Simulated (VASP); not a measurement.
# ZnS (P1) in VASP: electric field gradients with PBEsol

Aim: the electric field gradients of ZnS with PBEsol.

Program: VASP 6.6.1. These are calculated values, not measurements. Logs are shortened: lines on timing, memory, paths and dates and some standing lists are left out, and cuts for length are marked.

## 1. The cell of the first run

The typed cell holds 4 atoms: a = 3.811 Å, b = 3.844 Å, c = 6.235 Å, α = 90.41°, β = 91.14°, γ = 120.85°.

## 2. Electric field gradients, PBEsol (equal xy, yz and zx shear strains of -2 %)

The input, INCAR:

```
  ALGO = Normal
  EDIFF = 1E-8
  ENCUT = 520
  GGA = PS
  ISIF = 2
  ISMEAR = -1
  LASPH = T
  LCHARG = F
  LEFG = T
  LREAL = F
  LWAVE = F
  NBANDS = 26
  NELM = 80
  PREC = Accurate
  SIGMA = 0.03
```

The input, KPOINTS:

```
k-points
0
Gamma
  8 8 5
```

The input, POSCAR:

```
ZnS
1.0
    3.8109987816     -0.0381099878     -0.0381099878
   -1.9385036084      3.3194767525     -0.0139492237
   -0.0623400000     -0.0623400000      6.2340000000
Zn S
2 2
Direct
    0.3333333333      0.6666666667      0.0000000000
    0.6666666667      0.3333333333      0.5000000000
    0.3333333333      0.6666666667      0.3850000000
    0.6666666667      0.3333333333      0.8850000000
```

Potentials or basis: VASP PAW PBE potentials, release 64 (Zn, S).

Started as:

```bash
$ cat potpaw_PBE.64/Zn/POTCAR potpaw_PBE.64/S/POTCAR > POTCAR
$ mpirun -np 1 vasp_std > vasp.out
```

OUTCAR:

```text
EDIFF = 1E-8
   ENCUT = 520
   GGA = PS
   ISIF = 2
   ISMEAR = -1
   LASPH = T
   LREAL = F
   NELM = 80
   PREC = Accurate

 ion  position               nearest neighbor table
   1  0.333  0.667  0.000-   4 2.28   4 2.33   4 2.34   3 2.40
   2  0.667  0.333  0.500-   3 2.30   3 2.31   3 2.33   4 2.40
   3  0.333  0.667  0.385-   2 2.30   2 2.31   2 2.33   1 2.40
   4  0.667  0.333  0.885-   1 2.28   1 2.33   1 2.34   2 2.40

  LATTYP: Found a triclinic cell.
 ALAT       =     3.7784012730
 B/A-ratio  =     1.0087281861
 C/A-ratio  =     1.6500691479
 COS(alpha) =     0.0198960208
 COS(beta)  =     0.0274156886
 COS(gamma) =     0.4869832429

  Lattice vectors:

 A1 = (   1.8724951732,   3.2813667647,  -0.0520592115)
 A2 = (   3.8109987816,  -0.0381099878,  -0.0381099878)
 A3 = (   0.0623400000,   0.0623400000,  -6.2340000000)

Analysis of symmetry for initial positions (statically):
=====================================================================
 Subroutine PRICEL returns:
 Original cell was already a primitive cell.

 Routine SETGRP: Setting up the symmetry group for a
 triclinic supercell.

 Subroutine GETGRP returns: Found  1 space group operations
 (whereof  1 operations were pure point group operations)
 out of a pool of  2 trial point group operations.

The static configuration has the point symmetry C_1 .

Analysis of symmetry for dynamics (positions and initial velocities):
=====================================================================
 Subroutine PRICEL returns:
 Original cell was already a primitive cell.

 Routine SETGRP: Setting up the symmetry group for a
 triclinic supercell.

 Subroutine GETGRP returns: Found  1 space group operations
 (whereof  1 operations were pure point group operations)
 out of a pool of  2 trial point group operations.

The dynamic configuration has the point symmetry C_1 .

 Subroutine INISYM returns: Found  1 space group operations
 (whereof  1 operations are pure point group operations),
 and found     1 'primitive' translations

----------------------------------------------------------------------------------------

                                     Primitive cell

  volume of cell :      78.3870

  direct lattice vectors                    reciprocal lattice vectors
     3.810998782 -0.038109988 -0.038109988     0.263981995  0.154177425  0.004181594
    -1.938503608  3.319476752 -0.013949224     0.003061139  0.303052802  0.003061139
    -0.062340000 -0.062340000  6.234000000     0.001620637  0.001620637  0.160443064

  length of vectors
     3.811379862  3.844075537  6.234623369     0.305736255  0.303083721  0.160459433

  position of ions in fractional coordinates (direct lattice)
     0.333333333  0.666666667  1.000000000
     0.666666667  0.333333333  0.500000000
     0.333333333  0.666666667  0.385000000
     0.666666667  0.333333333  0.885000000

  ion indices of the primitive-cell ions
   primitive index   ion index
                 1           1
                 2           2
                 3           3
                 4           4

----------------------------------------------------------------------------------------

 KPOINTS: k-points

Automatic generation of k-mesh.
 Grid dimensions read from file:
 generate k-points for:    8    8    5

 Generating k-lattice:

  Cartesian coordinates                     Fractional coordinates (reciprocal lattice)
     0.032997749  0.019272178  0.000522699     0.125000000 -0.000000000 -0.000000000
     0.000382642  0.037881600  0.000382642    -0.000000000  0.125000000  0.000000000
     0.000324127  0.000324127  0.032088613    -0.000000000 -0.000000000  0.200000000

  Length of vectors
     0.038217032  0.037885465  0.032091887

  Shift w.r.t. Gamma in fractional coordinates (k-lattice)
     0.000000000  0.000000000  0.000000000

 Subroutine IBZKPT returns following result:
 ===========================================

 Found    162 irreducible k-points:

 Following reciprocal coordinates:
            Coordinates               Weight
  0.000000  0.000000  0.000000      1.000000
  0.125000 -0.000000 -0.000000      2.000000
  0.250000 -0.000000 -0.000000      2.000000
  0.375000 -0.000000 -0.000000      2.000000
  0.500000 -0.000000 -0.000000      1.000000
  0.000000  0.125000  0.000000      2.000000
[... 16 lines left out ...]
  0.125000  0.375000 -0.000000      2.000000
  0.250000  0.375000 -0.000000      2.000000
 [... further k-points ...]
   k-points           NKPTS =    162   k-points in BZ     NKDIM =    162   number of bands    NBANDS=     26
   number of dos      NEDOS =    301   number of ions     NIONS =      4
   total plane-waves  NPLWV =  40320
   dimension x,y,z NGX =    28 NGY =   30 NGZ =   48
   dimension x,y,z NGXF=    56 NGYF=   60 NGZF=   96
   ions per type =               2   2
   NGX,Y,Z   is equivalent  to a cutoff of  12.21, 12.97, 12.80 a.u.
   NGXF,Y,Z  is equivalent  to a cutoff of  24.43, 25.95, 25.60 a.u.
 SYSTEM =  unknown system
   PREC   = accura    normal or accurate (medium, high low for compatibility)
   ISTART =      0    job   : 0-new  1-cont  2-samecut
   ICHARG =      2    charge: 1-file 2-atom 10-const
   ISPIN  =      1    spin polarized calculation?
   LNONCOLLINEAR =      F non collinear calculations
   LSORBIT =      F    spin-orbit coupling
   LASPH  =      T    aspherical Exc in radial PAW
   ENCUT  =  520.0 eV  38.22 Ry    6.18 a.u.   7.09  7.15 11.59*2*pi/ulx,y,z
   NELM   =     80;   NELMIN=  2; NELMDL= -5     # of ELM steps
   EDIFF  = 0.1E-07   stopping-criterion for ELM
   LREAL  =      F    real-space projection
   EDIFFG = 0.1E-06   stopping-criterion for IOM
   NSW    =      0    number of steps for IOM
   IBRION =     -1    ionic relax: 0-MD 1-quasi-New 2-CG
   NFREE  =      0    steps in history (QN), initial steepest desc. (CG)
   ISIF   =      2    stress and relaxation
   ISYM   =      2    0-nonsym 1-usesym 2-fastsym
   POTIM  = 0.5000    time-step for ionic-motion
   TEBEG  =    0.0;   TEEND  =   0.0 temperature during run
   PSTRESS=    0.0 pullay stress
   NELECT =      36.0000    total number of electrons
   NUPDOWN=      -1.0000    fix difference up-down
   EMIN   =  10.00;   EMAX   =-10.00  energy-range for DOS
   EFERMI =   0.00;   METHOD = LEGACY
   ISMEAR =    -1;   SIGMA  =   0.03  broadening in eV -4-tet -1-fermi 0-gaus
   EFERMI_NEDOS =   21; number of points for ismear=-14 and -15
   IALGO  =     38    algorithm
   IMIX   =      4    mixing-type and parameters
     AMIX     =   0.40;   BMIX     =  1.00
     AMIX_MAG =   1.60;   BMIX_MAG =  1.00
  volume/ion in A,a.u.               =      19.60       132.25
  Fermi-wavevector in a.u.,A,eV,Ry     =   1.263071  2.386858 21.706026  1.595348
  Thomas-Fermi vector in A             =   2.396447
   LORBIT       =      0    0 simple, 1 ext, 2 COOP (PROOUT), +10 PAW based schemes
   GGA     = PS    functional components
   LHFCALC =     F    Hartree Fock is set to
   AEXX    =    0.0000 exact exchange contribution
   IVDW    =     0    specifies the selected vdW correction
   LEPSILON=     F    determine dielectric tensor
   LRPA    =     F    only Hartree local field effects (RPA)
 non-spin polarized calculation
  energy-cutoff  :      520.00
  volume of cell :       78.39
 maximum number of plane-waves:      2128
   NGX = 15   NGY = 15   NGZ = 23

 number of electron      35.9999987 magnetization

 Free energy of the ion-electron system (eV)
  ---------------------------------------------------
  ext. energy  EPLUGINS =         0.00000000
  ---------------------------------------------------
  free energy    TOTEN  =       -15.12878738 eV

  energy without entropy =      -15.12878738  energy(sigma->0) =      -15.12878738

 E-fermi :   2.6896     XC(G=0):  -9.8714

 val. band max:        2.1378280410   @ k =   0.0000   0.0000   0.0000
 cond. band min:       4.1821188175   @ k =   0.0000   0.0000   0.0000
 fundamental gap:      2.0442907765
 Fermi energy:         2.6896341343

 k-point     1 :       0.0000    0.0000    0.0000
  band No.  band energies     occupation
      1     -11.1387      2.00000
      2     -10.1959      2.00000
      3      -4.3373      2.00000
      4      -4.3312      2.00000
      5      -4.2735      2.00000
      6      -4.2677      2.00000
[... 18 lines left out ...]
     25       9.7190      0.00000
     26      11.2288      0.00000
[... 644 lines left out ...]
      4      -4.1275      2.00000
      5      -4.0430      2.00000
      6      -3.9883      2.00000
[... 18 lines left out ...]
     25      11.6267      0.00000
     26      11.8604      0.00000

 [... further k-points ...]
[... 5 lines left out ...]
  --------------------------------------------------------------------------------------
  -------------------------------------------------------------------------------------
  Total       -0.1944459     -0.2033067     -1.1210709      0.5760866      0.3605144      0.3615453
  in kB       -3.9743437     -4.1554528    -22.9139415     11.7748264      7.3686738      7.3897446
  external PRESSURE =     -10.3479127 kB  Pullay stress =       0.0000000 kB

 VOLUME and BASIS-vectors are now :
 -----------------------------------------------------------------------------
  energy-cutoff  :      520.00
  volume of cell :       78.39
      direct lattice vectors                 reciprocal lattice vectors
     3.810998782 -0.038109988 -0.038109988     0.263981995  0.154177425  0.004181594
    -1.938503608  3.319476752 -0.013949224     0.003061139  0.303052802  0.003061139
    -0.062340000 -0.062340000  6.234000000     0.001620637  0.001620637  0.160443064

 POSITION                                       TOTAL-FORCE (eV/Angst)
 -----------------------------------------------------------------------------------
     -0.02200      2.20028     -0.02200         0.193347      0.084272      0.315943
      1.86333      1.04992      3.08694        -0.033722      0.074490      0.308963
     -0.04600      2.17628      2.37809         0.064053     -0.075202     -0.306867
      1.83933      1.02591      5.48703        -0.223678     -0.083560     -0.318038
 -----------------------------------------------------------------------------------
    total drift:                                0.000074      0.000029      0.000119

  FREE ENERGIE OF THE ION-ELECTRON SYSTEM (eV)
  ---------------------------------------------------
  free  energy   TOTEN  =       -15.1287873782 eV

  energy  without entropy=      -15.1287873781  energy(sigma->0) =      -15.12878738

 Electric field gradients (V/A^2)
---------------------------------------------------------------------
 ion       V_xx      V_yy      V_zz      V_xy      V_xz      V_yz
---------------------------------------------------------------------
   1     -13.731    -5.567    19.298    -7.401    -3.943     0.024
   2      -5.554   -13.580    19.133     0.693     4.072     0.109
   3       2.581     2.950    -5.531    -3.645    -4.156    -3.307
   4       3.031     2.409    -5.440    -3.150    -2.483    -3.327
---------------------------------------------------------------------

 Electric field gradients after diagonalization (V/A^2)
 (convention: |V_zz| > |V_xx| > |V_yy|)
----------------------------------------------------------------------
 ion       V_xx      V_yy      V_zz     asymmetry (V_yy - V_xx)/ V_zz
----------------------------------------------------------------------
   1     -18.407    -1.388    19.795       0.860
   2     -13.641    -6.148    19.789       0.379
   3       6.442     2.553    -8.995       0.432
   4       5.903     1.876    -7.780       0.518
----------------------------------------------------------------------

           NMR quadrupolar parameters

 Cq : quadrupolar parameter    Cq=e*Q*V_zz/h
 eta: asymmetry parameters     (V_yy - V_xx)/ V_zz
 Q  : nuclear electric quadrupole moment in mb (millibarn)
----------------------------------------------------------------------
 ion       Cq(MHz)       eta       Q (mb)
----------------------------------------------------------------------
   1       0.048       0.860       1.000
   2       0.048       0.379       1.000
   3      -0.022       0.432       1.000
   4      -0.019       0.518       1.000
----------------------------------------------------------------------
```

Wall time 4.2 min (1 thread of Intel Xeon Platinum 8259CL at 2.50GHz (Skylake/Cascade Lake), shared host); peak memory 0.38 GiB.

Results:

| Quantity | Value |
| --- | --- |
| Free energy | -15.1288 eV |
| Pressure | -1.0 GPa |
| Largest force | 0.398 eV/Å |
| Band gap on the k mesh | 2.04 eV |
| Largest electric field gradient by atom | Zn +19.8; S -9.0, -7.8 V/Å² |

Forces on the atoms (eV/Å):
```
Zn   0.193  0.084  0.316
Zn  -0.034  0.074  0.309
S    0.064 -0.075 -0.307
S   -0.224 -0.084 -0.318
```

Electric field gradients, principal values (V/Å²):
| atom | least | middle | greatest (by size) |
| --- | --- | --- | --- |
| 1 Zn | -1.388 | -18.407 | 19.795 |
| 2 Zn | -6.148 | -13.641 | 19.789 |
| 3 S | 2.553 | 6.442 | -8.995 |
| 4 S | 1.876 | 5.903 | -7.780 |

Caveat: the cell differs from its parent crystal (equal xy, yz and zx shear strains of -2 %); without QUAD_EFG the Cq values of the log hold for a quadrupole moment of 1 mb, not for the nuclei; the PAW data sets were made with another functional, which shifts forces and pressure a little.
